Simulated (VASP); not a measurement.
# Na4Au (C2) in VASP: single point with PBE

Aim: the single point of Na4Au with PBE.

Everything below comes from runs of VASP 6.6.1. Logs are shortened: lines on timing, memory, paths and dates and some standing lists are left out, and cuts for length are marked.

### 1 The cell of the first run

The typed cell holds 5 atoms: a = 5.901 Å, b = 5.901 Å, c = 6.987 Å, α = 126.30°, β = 126.30°, γ = 65.86°.

### 2 Single point, PBE

INCAR

```
SYSTEM = Na4Au
PREC     = Accurate       ! precision mode
ENCUT    = 520            ! plane-wave cutoff, eV
EDIFF    = 1E-7           ! SCF threshold, eV
ISMEAR   = 0              ! smearing method
SIGMA    = 0.1            ! smearing width, eV
LREAL    = .FALSE.        ! projectors in reciprocal space
LASPH    = .TRUE.         ! aspherical terms in the spheres
NELM     = 100            ! most SCF steps
ALGO     = Fast           ! electronic algorithm
ISIF     = 2              ! what is computed and relaxed
LWAVE    = .FALSE.        ! write WAVECAR
LCHARG   = .FALSE.        ! write CHGCAR
GGA      = PE             ! functional
NBANDS   = 28             ! bands
```

KPOINTS

```
regular mesh
0
G
  8 8 8
  0 0 0
```

POSCAR

```
Na4Au
1.0
    4.9527092821     -3.2075582066      0.0110044096
    4.9527092821      3.2075582066      0.0110044096
   -4.9392561890      0.0000000000      4.9413789945
Na Au
4 1
Direct
    0.5708701818      0.0745136045      0.1442538207
    0.4286327611      0.9252044917      0.4990845824
    0.0747955083      0.5713672389      0.5009154176
    0.9254863955      0.4291298182      0.8557461793
    0.0000477359      0.9999522641      0.0000000000
```

Potentials or basis: VASP PAW PBE potentials, release 64 (Na_pv, Au).

Run with:

```sh
$ cat potpaw_PBE.64/Na_pv/POTCAR potpaw_PBE.64/Au/POTCAR > POTCAR
$ mpirun -np 1 vasp_std > vasp.out
```

OUTCAR:

```text
SYSTEM = Na4Au
   PREC = Accurate
   ENCUT = 520
   EDIFF = 1E-7
   ISMEAR = 0
   LREAL = .FALSE.
   LASPH = .TRUE.
   NELM = 100
   ISIF = 2
   GGA = PE

 ion  position               nearest neighbor table
   1  0.571  0.075  0.144-   5 3.03   5 3.04
   2  0.429  0.925  0.499-   5 3.04   5 3.04
   3  0.075  0.571  0.501-   5 3.04   5 3.04
   4  0.925  0.429  0.856-   5 3.03   5 3.04
   5  0.000  1.000  0.000-   1 3.03   4 3.03   3 3.04   2 3.04   1 3.04   4 3.04   3 3.04   2 3.04

  Warning from LATTYP: Got some problem with cell dimensions!
  Tried to take original basis but could not verify dimensions!
  LATTYP: Found a base centered monoclinic cell.
 ALAT       =     9.9048033533
 B/A-ratio  =     0.6476773121
 C/A-ratio  =     0.7053814248
 COS(beta)  =    -0.7053356460

  Lattice vectors:

 A1 = (  -0.0134530931,   3.2075582066,  -4.9523834041)
 A2 = (  -0.0134530931,  -3.2075582066,  -4.9523834041)
 A3 = (  -4.9392561890,   0.0000000000,   4.9413789945)

Analysis of symmetry for initial positions (statically):
=====================================================================
 Subroutine PRICEL returns:
 Original cell was already a primitive cell.

 Routine SETGRP: Setting up the symmetry group for a
 base centered monoclinic supercell.

 Subroutine GETGRP returns: Found  2 space group operations
 (whereof  2 operations were pure point group operations)
 out of a pool of  4 trial point group operations.

The static configuration has the point symmetry C_2 .

Analysis of symmetry for dynamics (positions and initial velocities):
=====================================================================
 Subroutine PRICEL returns:
 Original cell was already a primitive cell.

 Routine SETGRP: Setting up the symmetry group for a
 base centered monoclinic supercell.

 Subroutine GETGRP returns: Found  2 space group operations
 (whereof  2 operations were pure point group operations)
 out of a pool of  4 trial point group operations.

The dynamic configuration has the point symmetry C_2 .

 Subroutine INISYM returns: Found  2 space group operations
 (whereof  2 operations are pure point group operations),
 and found     1 'primitive' translations

----------------------------------------------------------------------------------------

                                     Primitive cell

  volume of cell :     157.3472

  direct lattice vectors                    reciprocal lattice vectors
     4.952709282 -3.207558207  0.011004410     0.100731127 -0.155881817  0.100687854
     4.952709282  3.207558207  0.011004410     0.100731127  0.155881817  0.100687854
    -4.939256189  0.000000000  4.941378994    -0.000448655  0.000000000  0.201924196

  length of vectors
     5.900667757  5.900667757  6.986664302     0.211149105  0.211149105  0.201924694

  position of ions in fractional coordinates (direct lattice)
     0.570870182  0.074513604  0.144253821
     0.428632761  0.925204492  0.499084582
     0.074795508  0.571367239  0.500915418
     0.925486396  0.429129818  0.855746179
     0.000047736  0.999952264  0.000000000

  ion indices of the primitive-cell ions
   primitive index   ion index
                 1           1
                 2           2
                 3           3
                 4           4
                 5           5

----------------------------------------------------------------------------------------

 KPOINTS: regular mesh

Automatic generation of k-mesh.
 Grid dimensions read from file:
 generate k-points for:    8    8    8

 Generating k-lattice:

  Cartesian coordinates                     Fractional coordinates (reciprocal lattice)
     0.012591391 -0.019485227  0.012585982     0.125000000 -0.000000000 -0.000000000
     0.012591391  0.019485227  0.012585982    -0.000000000  0.125000000 -0.000000000
    -0.000056082  0.000000000  0.025240524     0.000000000  0.000000000  0.125000000

  Length of vectors
     0.026393638  0.026393638  0.025240587

  Shift w.r.t. Gamma in fractional coordinates (k-lattice)
     0.000000000  0.000000000  0.000000000

 Subroutine IBZKPT returns following result:
 ===========================================

 Found    150 irreducible k-points:

 Following reciprocal coordinates:
            Coordinates               Weight
  0.000000  0.000000  0.000000      1.000000
  0.125000  0.000000  0.000000      4.000000
  0.250000  0.000000  0.000000      4.000000
  0.375000  0.000000  0.000000      4.000000
  0.500000  0.000000  0.000000      2.000000
  0.125000  0.125000  0.000000      2.000000
[... 16 lines left out ...]
  0.125000  0.000000  0.125000      4.000000
  0.250000  0.000000  0.125000      4.000000
 [... further k-points ...]
   k-points           NKPTS =    150   k-points in BZ     NKDIM =    150   number of bands    NBANDS=     28
   number of dos      NEDOS =    301   number of ions     NIONS =      5
   total plane-waves  NPLWV = 124416
   dimension x,y,z NGX =    48 NGY =   48 NGZ =   54
   dimension x,y,z NGXF=    96 NGYF=   96 NGZF=  108
   ions per type =               4   1
   NGX,Y,Z   is equivalent  to a cutoff of  13.52, 13.52, 12.85 a.u.
   NGXF,Y,Z  is equivalent  to a cutoff of  27.05, 27.05, 25.70 a.u.
 SYSTEM =  Na4Au
   PREC   = accura    normal or accurate (medium, high low for compatibility)
   ISTART =      0    job   : 0-new  1-cont  2-samecut
   ICHARG =      2    charge: 1-file 2-atom 10-const
   ISPIN  =      1    spin polarized calculation?
   LNONCOLLINEAR =      F non collinear calculations
   LSORBIT =      F    spin-orbit coupling
   LASPH  =      T    aspherical Exc in radial PAW
   ENCUT  =  520.0 eV  38.22 Ry    6.18 a.u.  10.97 10.97 12.99*2*pi/ulx,y,z
   NELM   =    100;   NELMIN=  2; NELMDL= -5     # of ELM steps
   EDIFF  = 0.1E-06   stopping-criterion for ELM
   LREAL  =      F    real-space projection
   EDIFFG = 0.1E-05   stopping-criterion for IOM
   NSW    =      0    number of steps for IOM
   IBRION =     -1    ionic relax: 0-MD 1-quasi-New 2-CG
   NFREE  =      0    steps in history (QN), initial steepest desc. (CG)
   ISIF   =      2    stress and relaxation
   ISYM   =      2    0-nonsym 1-usesym 2-fastsym
   POTIM  = 0.5000    time-step for ionic-motion
   TEBEG  =    0.0;   TEEND  =   0.0 temperature during run
   PSTRESS=    0.0 pullay stress
   NELECT =      39.0000    total number of electrons
   NUPDOWN=      -1.0000    fix difference up-down
   EMIN   =  10.00;   EMAX   =-10.00  energy-range for DOS
   EFERMI =   0.00;   METHOD = LEGACY
   ISMEAR =     0;   SIGMA  =   0.10  broadening in eV -4-tet -1-fermi 0-gaus
   EFERMI_NEDOS =   21; number of points for ismear=-14 and -15
   IALGO  =     68    algorithm
   IMIX   =      4    mixing-type and parameters
     AMIX     =   0.40;   BMIX     =  1.00
     AMIX_MAG =   1.60;   BMIX_MAG =  1.00
  volume/ion in A,a.u.               =      31.47       212.37
  Fermi-wavevector in a.u.,A,eV,Ry     =   1.028356  1.943310 14.388371  1.057515
  Thomas-Fermi vector in A             =   2.162348
   LORBIT       =      0    0 simple, 1 ext, 2 COOP (PROOUT), +10 PAW based schemes
   GGA     = PE    functional components
   LHFCALC =     F    Hartree Fock is set to
   AEXX    =    0.0000 exact exchange contribution
   IVDW    =     0    specifies the selected vdW correction
   LEPSILON=     F    determine dielectric tensor
   LRPA    =     F    only Hartree local field effects (RPA)
 non-spin polarized calculation
 RMM-DIIS sequential band-by-band and
 Gauss-broadening in eV      SIGMA  =   0.10
  energy-cutoff  :      520.00
  volume of cell :      157.35
 maximum number of plane-waves:      4260
 NGX is ok and might be reduce to    48
   NGX = 21   NGY = 21   NGZ = 25

 number of electron      38.9999997 magnetization

 Free energy of the ion-electron system (eV)
  ---------------------------------------------------
  ext. energy  EPLUGINS =         0.00000000
  ---------------------------------------------------
  free energy    TOTEN  =        -9.22663850 eV

  energy without entropy =       -9.21485171  energy(sigma->0) =       -9.22074510

 E-fermi :   1.2475     XC(G=0):  -7.2627

 val. band max:        1.2460074821   @ k =   0.5000   0.0000   0.1250
 cond. band min:       1.2607403750   @ k =  -0.1250   0.1250   0.0000
 fundamental gap:      0.0147328929
 Fermi energy:         1.2475405729

 k-point     1 :       0.0000    0.0000    0.0000
  band No.  band energies     occupation
      1     -23.4417      2.00000
      2     -23.4336      2.00000
      3     -23.4330      2.00000
      4     -23.4223      2.00000
      5     -23.4158      2.00000
      6     -23.4134      2.00000
[... 20 lines left out ...]
     27       4.9261      0.00000
     28       6.0047      0.00000

 k-point     2 :       0.1250    0.0000    0.0000
  band No.  band energies     occupation
      1     -23.4416      2.00000
      2     -23.4349      2.00000
      3     -23.4304      2.00000
      4     -23.4231      2.00000
      5     -23.4168      2.00000
      6     -23.4140      2.00000
[... 20 lines left out ...]
     27       5.4500      0.00000
     28       6.2113      0.00000

 k-point     3 :       0.2500    0.0000    0.0000
  band No.  band energies     occupation
      1     -23.4413      2.00000
      2     -23.4356      2.00000
      3     -23.4269      2.00000
      4     -23.4245      2.00000
      5     -23.4191      2.00000
      6     -23.4127      2.00000
[... 20 lines left out ...]
     27       6.2493      0.00000
     28       6.8715      0.00000

 k-point     4 :       0.3750    0.0000    0.0000
  band No.  band energies     occupation
      1     -23.4406      2.00000
      2     -23.4359      2.00000
      3     -23.4265      2.00000
      4     -23.4228      2.00000
      5     -23.4202      2.00000
      6     -23.4123      2.00000
[... 578 lines left out ...]
     27       5.3655      0.00000
     28       6.2961      0.00000

 k-point    23 :       0.1250    0.0000    0.1250
  band No.  band energies     occupation
      1     -23.4398      2.00000
      2     -23.4353      2.00000
      3     -23.4302      2.00000
      4     -23.4253      2.00000
      5     -23.4169      2.00000
      6     -23.4130      2.00000
[... 20 lines left out ...]
     27       5.8499      0.00000
     28       6.5080      0.00000

 k-point    24 :       0.2500    0.0000    0.1250
  band No.  band energies     occupation
      1     -23.4390      2.00000
      2     -23.4361      2.00000
      3     -23.4286      2.00000
      4     -23.4246      2.00000
      5     -23.4183      2.00000
      6     -23.4125      2.00000
[... 20 lines left out ...]
     27       6.3350      0.00000
     28       6.7695      0.00000

 [... further k-points ...]

------------------------ aborting loop because EDIFF is reached ----------------------------------------

  FORCE on cell =-STRESS in cart. coord.  units (eV):
  Direction    XX          YY          ZZ          XY          YZ          ZX
  --------------------------------------------------------------------------------------
  -------------------------------------------------------------------------------------
  Total       -0.0131209     -0.0143545     -0.0166598      0.0000000      0.0000000     -0.0052350
  in kB       -0.1336025     -0.1461632     -0.1696368      0.0000000      0.0000000     -0.0533051
  external PRESSURE =      -0.1498009 kB  Pullay stress =       0.0000000 kB

 VOLUME and BASIS-vectors are now :
 -----------------------------------------------------------------------------
  energy-cutoff  :      520.00
  volume of cell :      157.35
      direct lattice vectors                 reciprocal lattice vectors
     4.952709282 -3.207558207  0.011004410     0.100731127 -0.155881817  0.100687854
     4.952709282  3.207558207  0.011004410     0.100731127  0.155881817  0.100687854
    -4.939256189  0.000000000  4.941378994    -0.000448655  0.000000000  0.201924196

 POSITION                                       TOTAL-FORCE (eV/Angst)
 -----------------------------------------------------------------------------------
      2.48389     -1.59209      0.71991         0.001447     -0.001211      0.004872
      4.24006      1.59278      2.48106         0.004034      0.001290     -0.002349
      0.72611      1.59278      2.48232        -0.004034      0.001290      0.002349
      2.48227     -1.59209      4.24347        -0.001447     -0.001211     -0.004872
      4.95271      3.20725      0.01100         0.000000     -0.000157     -0.000000
 -----------------------------------------------------------------------------------
    total drift:                                0.000000     -0.000040     -0.000000

  FREE ENERGIE OF THE ION-ELECTRON SYSTEM (eV)
  ---------------------------------------------------
  free  energy   TOTEN  =        -9.2266384995 eV

  energy  without entropy=       -9.2148517073  energy(sigma->0) =       -9.22074510
```

Run time: 25 min. Hardware: 1 thread of Oxide Virtual Turin-like, shared host; peak memory 0.69 GiB.

What came out:

* Free energy: -9.2266 eV
* Pressure: 0.0 GPa
* Largest force: 0.005 eV/Å
* Band gap on the k mesh: zero (an odd number of electrons rules out a gap without spin polarisation)

Forces on the atoms (eV/Å):
```
Na   0.001 -0.001  0.005
Na   0.004  0.001 -0.002
Na  -0.004  0.001  0.002
Na  -0.001 -0.001 -0.005
Au   0.000  0.000  0.000
```

Levels at points of the mesh, in eV from the Fermi level:
```csv
k point,band 16,band 17,band 18,band 19,band 20,band 21,band 22,band 23
"(0.00, 0.00, 0.00)",-3.81,-3.76,-3.69,0.58,1.72,1.74,2.24,2.98
"(0.50, 0.00, 0.00)",-3.76,-3.71,-3.53,-1.62,0.68,0.85,1.10,2.17
"(0.50, 0.50, 0.00)",-3.76,-3.76,-3.23,-0.48,-0.45,0.12,0.17,0.84
"(0.00, 0.00, 0.50)",-3.75,-3.72,-3.61,-1.88,1.23,1.28,1.35,2.52
"(0.50, 0.00, 0.50)",-3.77,-3.71,-3.52,-1.60,0.65,0.82,1.09,2.15
"(0.50, 0.50, 0.50)",-3.75,-3.72,-3.61,-1.88,1.23,1.28,1.35,2.52
```

Caveat: spin-orbit coupling is left out, which moves the levels of the heavy elements.
